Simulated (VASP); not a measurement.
A run of VASP 6.6.1 is set up as follows.

INCAR

```
SYSTEM = GaCuSe2
PREC = Accurate
ENCUT = 520
EDIFF = 1E-7
ISMEAR = -1
SIGMA = 0.05
LREAL = .False.
LASPH = .True.
NELM = 80
ALGO = Normal
ISIF = 2
LWAVE = .False.
LCHARG = .False.
GGA = PE
NBANDS = 26
```

File KPOINTS:

```
Automatic mesh
0
Gamma
  6 6 4
  0 0 0
```

The input POSCAR:

```
GaCuSe2
1.0
    3.7744160000      0.0566162400      0.0000000000
    0.0566162400      3.7744160000      0.0000000000
    0.0000000000      0.0000000000      5.2658910000
Ga Cu Se
1 1 2
Direct
    0.5000000000      0.5000000000      0.5000000000
    0.0000000000      0.0000000000      0.0000000000
    0.0000000000      0.0000000000      0.5000000000
    0.5000000000      0.5000000000      0.0000000000
```

Potentials or basis: VASP PAW PBE potentials, release 64 (Ga_d, Cu, Se).

Run with:

```console
$ cat potpaw_PBE.64/Ga_d/POTCAR potpaw_PBE.64/Cu/POTCAR potpaw_PBE.64/Se/POTCAR > POTCAR
$ mpirun -np 1 vasp_std > vasp.out
```

(1) What does it give for the band gap on the k mesh?

(2) Estimate the pressure.

## Answers

(1) zero (band 18 reaches 6.02 eV, above the bottom of band 19 at 3.36 eV).

(2) 0.4 GPa.
